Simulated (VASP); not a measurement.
# O (Fd-3m) in VASP: a series of runs, part 2 of 2

VASP 6.6.1. The steps go on from the part before.

### 3 Single point, LDA

This run uses another cell than the first one, of 9.82 Å³/atom, 1.021 times its volume.

The input, INCAR:

```
ALGO     = Normal         # electronic algorithm
EDIFF    = 1E-6           # SCF threshold, eV
ENCUT    = 520            # plane-wave cutoff, eV
ISIF     = 2              # what is computed and relaxed
ISMEAR   = -1             # smearing method
LASPH    = T              # aspherical terms in the spheres
LCHARG   = F              # write CHGCAR
LREAL    = F              # projectors in reciprocal space
LWAVE    = F              # write WAVECAR
NBANDS   = 13             # bands
NELM     = 60             # most SCF steps
PREC     = Accurate       # precision mode
SIGMA    = 0.05           # smearing width, eV
```

The input, KPOINTS:

```
k-points
0
Gamma
  8 8 8
```

The input, POSCAR:

```
O
1.0
    0.0000000000      2.1415169456      2.1415169456
    2.1415169456      0.0000000000      2.1415169456
    2.1415169456      2.1415169456      0.0000000000
O
2
Direct
    0.2500000000      0.2500000000      0.2500000000
    0.0000000000      0.0000000000      0.0000000000
```

Potentials or basis: VASP PAW LDA potentials, release 64 (O).

Run with:

```
$ cat potpaw_LDA.64/O/POTCAR > POTCAR
$ mpirun -np 1 vasp_std > vasp.out
```

Run time: 2 s. Hardware: 1 thread of Intel Xeon 6975P-C (Granite Rapids), shared host; peak memory 0.12 GiB.

It converged, with:

```
Free energy            : -7.5443 eV
Pressure               : 0.9 GPa
Band gap on the k mesh : zero (band 6 reaches 1.51 eV, above the bottom of band 7 at 0.30 eV)
```

Levels at points of the mesh, in eV from the Fermi level:
| k point | band 2 | band 3 | band 4 | band 5 | band 6 | band 7 | band 8 | band 9 | band 10 | band 11 |
| --- | --- | --- | --- | --- | --- | --- | --- | --- | --- | --- |
| (0.00, 0.00, 0.00) | -12.82 | -4.18 | -4.18 | -4.18 | -0.79 | -0.79 | -0.79 | 9.56 | 23.61 | 23.61 |
| (0.50, 0.00, 0.00) | -16.15 | -5.45 | -5.22 | -5.22 | 0.41 | 0.41 | 1.36 | 13.05 | 15.81 | 20.00 |
| (0.50, 0.50, 0.00) | -18.16 | -6.44 | -6.44 | -2.36 | -2.36 | 1.90 | 1.90 | 12.99 | 12.99 | 23.67 |

### 4 Single point, LDA

This run uses another cell than the first one, of 10.03 Å³/atom, 1.043 times its volume.

The input, INCAR:

```
SYSTEM = O
PREC     = Accurate       ! precision mode
ENCUT    = 520            ! plane-wave cutoff, eV
EDIFF    = 1E-6           ! SCF threshold, eV
ISMEAR   = -1             ! smearing method
SIGMA    = 0.05           ! smearing width, eV
LREAL    = .FALSE.        ! projectors in reciprocal space
LASPH    = .TRUE.         ! aspherical terms in the spheres
NELM     = 60             ! most SCF steps
ALGO     = Normal         ! electronic algorithm
ISIF     = 2              ! what is computed and relaxed
LWAVE    = .FALSE.        ! write WAVECAR
LCHARG   = .FALSE.        ! write CHGCAR
GGA      = CA             ! functional
NBANDS   = 13             ! bands
```

The input, KPOINTS:

```
regular mesh
0
G
  8 8 8
  0 0 0
```

The input, POSCAR:

```
O
1.0
    0.0000000000      2.1562864947      2.1562864947
    2.1562864947      0.0000000000      2.1562864947
    2.1562864947      2.1562864947      0.0000000000
O
2
Direct
    0.2500000000      0.2500000000      0.2500000000
    0.0000000000      0.0000000000      0.0000000000
```

Potentials or basis: VASP PAW LDA potentials, release 64 (O).

Run with:

```
$ cat potpaw_LDA.64/O/POTCAR > POTCAR
$ mpirun -np 1 vasp_std > vasp.out
```

OUTCAR:

```text
SYSTEM = O
   PREC = Accurate
   ENCUT = 520
   EDIFF = 1E-6
   ISMEAR = -1
   LREAL = .FALSE.
   LASPH = .TRUE.
   NELM = 60
   ISIF = 2
   GGA = CA

 ion  position               nearest neighbor table
   1  0.250  0.250  0.250-   2 1.87   2 1.87   2 1.87   2 1.87
   2  0.000  0.000  0.000-   1 1.87   1 1.87   1 1.87   1 1.87

  LATTYP: Found a face centered cubic cell.
 ALAT       =     4.3125729894

  Lattice vectors:

 A1 = (   0.0000000000,   2.1562864947,   2.1562864947)
 A2 = (   2.1562864947,   0.0000000000,   2.1562864947)
 A3 = (   2.1562864947,   2.1562864947,   0.0000000000)

Analysis of symmetry for initial positions (statically):
=====================================================================
 Subroutine PRICEL returns:
 Original cell was already a primitive cell.

 Routine SETGRP: Setting up the symmetry group for a
 face centered cubic supercell.

 Subroutine GETGRP returns: Found 48 space group operations
 (whereof 24 operations were pure point group operations)
 out of a pool of 48 trial point group operations.

The static configuration has the point symmetry T_d .
 The point group associated with its full space group is O_h .

Analysis of symmetry for dynamics (positions and initial velocities):
[... 167 lines left out ...]
  band No.  band energies     occupation
      1     -20.9478      2.00000
      2     -12.0458      2.00000
      3      -3.2327      2.00000
      4      -3.2327      2.00000
      5      -3.2327      2.00000
      6       0.0883      2.00000
      7       0.0883      2.00000
      8       0.0883      2.00000
      9      10.3605      0.00000
     10      24.3327      0.00000
     11      24.3327      0.00000
     12      24.3327      0.00000
     13      24.9552      0.00000
[... 354 lines left out ...]
  band No.  band energies     occupation
      1     -18.5031      2.00000
      2     -15.7695      2.00000
      3      -5.9736      2.00000
      4      -4.7794      2.00000
      5      -2.2647      2.00000
      6       0.5910      1.98905
      7       1.8118      0.00000
      8       2.3090      0.00000
      9      13.5926      0.00000
     10      15.4128      0.00000
     11      21.4042      0.00000
     12      22.2369      0.00000
     13      29.6850      0.00000

 [... further k-points ...]
[... 5 lines left out ...]
  --------------------------------------------------------------------------------------
  -------------------------------------------------------------------------------------
  Total       -0.2669398     -0.2669398     -0.2669398      0.0000000      0.0000000      0.0000000
  in kB      -21.3291975    -21.3291975    -21.3291975      0.0000000      0.0000000      0.0000000
  external PRESSURE =     -21.3291975 kB  Pullay stress =       0.0000000 kB

 VOLUME and BASIS-vectors are now :
 -----------------------------------------------------------------------------
  energy-cutoff  :      520.00
  volume of cell :       20.05
      direct lattice vectors                 reciprocal lattice vectors
     0.000000000  2.156286495  2.156286495    -0.231880133  0.231880133  0.231880133
     2.156286495  0.000000000  2.156286495     0.231880133 -0.231880133  0.231880133
     2.156286495  2.156286495  0.000000000     0.231880133  0.231880133 -0.231880133

 POSITION                                       TOTAL-FORCE (eV/Angst)
 -----------------------------------------------------------------------------------
      1.07814      1.07814      1.07814         0.000000      0.000000      0.000000
      0.00000      0.00000      0.00000        -0.000000     -0.000000     -0.000000
 -----------------------------------------------------------------------------------
    total drift:                               -0.000000      0.000000      0.000000

  FREE ENERGIE OF THE ION-ELECTRON SYSTEM (eV)
  ---------------------------------------------------
  free  energy   TOTEN  =        -7.5436088440 eV

  energy  without entropy=       -7.5324382280  energy(sigma->0) =       -7.53802354
```

Wall time 2.2 s (1 thread of Intel Xeon 6975P-C (Granite Rapids), shared host); peak memory 0.12 GiB.

What came out:

```
Free energy            : -7.5436 eV
Pressure               : -2.1 GPa
Band gap on the k mesh : zero (band 6 reaches 1.26 eV, above the bottom of band 7 at 0.09 eV)
```

Levels at points of the mesh, in eV from the Fermi level:
```csv
k point,band 3,band 4,band 5,band 6,band 7,band 8,band 9,band 10
"(0.00, 0.00, 0.00)",-4.08,-4.08,-4.08,-0.76,-0.76,-0.76,9.51,23.48
"(0.50, 0.00, 0.00)",-5.36,-5.09,-5.09,0.41,0.41,1.30,12.99,15.73
"(0.50, 0.50, 0.00)",-6.28,-6.28,-2.32,-2.32,1.84,1.84,12.96,12.96
```

### 5 Single point, LDA

This run uses another cell than the first one, of 10.23 Å³/atom, 1.064 times its volume.

The input, INCAR:

```
SYSTEM = O
ALGO = Normal ; EDIFF = 1E-6
ENCUT = 520 ; ISIF = 2
ISMEAR = -1 ; LASPH = .True.
LCHARG = .False. ; LREAL = .False.
LWAVE = .False. ; NBANDS = 13
NELM = 60 ; PREC = Accurate
SIGMA = 0.05
```

The input, KPOINTS:

```
k-points
0
Gamma
  8 8 8
  0 0 0
```

The input, POSCAR:

```
O
1.0
    0.0000000000      2.1708564400      2.1708564400
    2.1708564400      0.0000000000      2.1708564400
    2.1708564400      2.1708564400      0.0000000000
O
2
Direct
    0.2500000000      0.2500000000      0.2500000000
    0.0000000000      0.0000000000      0.0000000000
```

Run with:

```
$ cat potpaw_LDA.64/O/POTCAR > POTCAR
$ mpirun -np 1 vasp_std > vasp.out
```

Wall time 2.7 s (1 thread of Intel Xeon 6975P-C (Granite Rapids), shared host); peak memory 0.12 GiB.

It converged, with:

* Free energy: -7.5355 eV
* Pressure: -4.9 GPa
* Band gap on the k mesh: zero (band 6 reaches 1.02 eV, above the bottom of band 7 at -0.12 eV)

Levels at points of the mesh, in eV from the Fermi level:
| k point | band 4 | band 5 | band 6 | band 7 | band 8 | band 9 |
| --- | --- | --- | --- | --- | --- | --- |
| (0.00, 0.00, 0.00) | -3.99 | -3.99 | -0.73 | -0.73 | -0.73 | 9.46 |
| (0.50, 0.00, 0.00) | -4.97 | -4.97 | 0.41 | 0.41 | 1.24 | 12.93 |
| (0.50, 0.50, 0.00) | -6.12 | -2.28 | -2.28 | 1.79 | 1.79 | 12.93 |

### 6 Single point, LDA

This run uses another cell than the first one, of 10.44 Å³/atom, 1.085 times its volume.

The input, INCAR:

```
ALGO = Normal
EDIFF = 1E-6
ENCUT = 520
GGA = CA
ISIF = 2
ISMEAR = -1
LASPH = True
LCHARG = False
LREAL = False
LWAVE = False
NBANDS = 13
NELM = 80
PREC = Accurate
SIGMA = 0.05
```

The input, KPOINTS:

```
k-points
0
Gamma
  8 8 8
```

The input, POSCAR:

```
O
1.0
    0.0000000000      2.1852333917      2.1852333917
    2.1852333917      0.0000000000      2.1852333917
    2.1852333917      2.1852333917      0.0000000000
O
2
Direct
    0.2500000000      0.2500000000      0.2500000000
    0.0000000000      0.0000000000      0.0000000000
```

Potentials or basis: VASP PAW LDA potentials, release 64 (O).

Run with:

```
$ cat potpaw_LDA.64/O/POTCAR > POTCAR
$ mpirun -np 1 vasp_std > vasp.out
```

It took 3.1 s on 1 thread of Intel Xeon 6975P-C (Granite Rapids), shared host; peak memory 0.11 GiB.

It converged, with:

```
Free energy            : -7.5208 eV
Pressure               : -7.3 GPa
Band gap on the k mesh : zero (band 6 reaches 0.79 eV, above the bottom of band 7 at -0.32 eV)
```

Levels at points of the mesh, in eV from the Fermi level:
| k point | band 3 | band 4 | band 5 | band 6 | band 7 | band 8 | band 9 | band 10 |
| --- | --- | --- | --- | --- | --- | --- | --- | --- |
| (0.00, 0.00, 0.00) | -3.89 | -3.89 | -3.89 | -0.70 | -0.70 | -0.70 | 9.41 | 23.24 |
| (0.50, 0.00, 0.00) | -5.17 | -4.85 | -4.85 | 0.40 | 0.40 | 1.19 | 12.88 | 15.56 |
| (0.50, 0.50, 0.00) | -5.98 | -5.98 | -2.24 | -2.24 | 1.74 | 1.74 | 12.90 | 12.90 |

### 7 Overview

| cell | gap on the mesh (eV) | pressure (GPa) |
| --- | --- | --- |
| a = 3.007 Å, angles 60.0°, 2 atoms | none | 4.3 |
| a = 3.029 Å, angles 60.0°, 2 atoms | none | 0.9 |
| a = 3.049 Å, angles 60.0°, 2 atoms | none | -2.1 |
| a = 3.070 Å, angles 60.0°, 2 atoms | none | -4.9 |
| a = 3.090 Å, angles 60.0°, 2 atoms | none | -7.3 |

Alike in all rows: task single point; level LDA; potentials or basis VASP PAW LDA potentials, release 64 (O); no spin polarisation; k mesh 8 × 8 × 8; cutoff (eV) 520; smearing fermi-dirac 0.05 eV.

Total energies depend on the potentials used, so only differences within one code and one set of settings carry meaning.
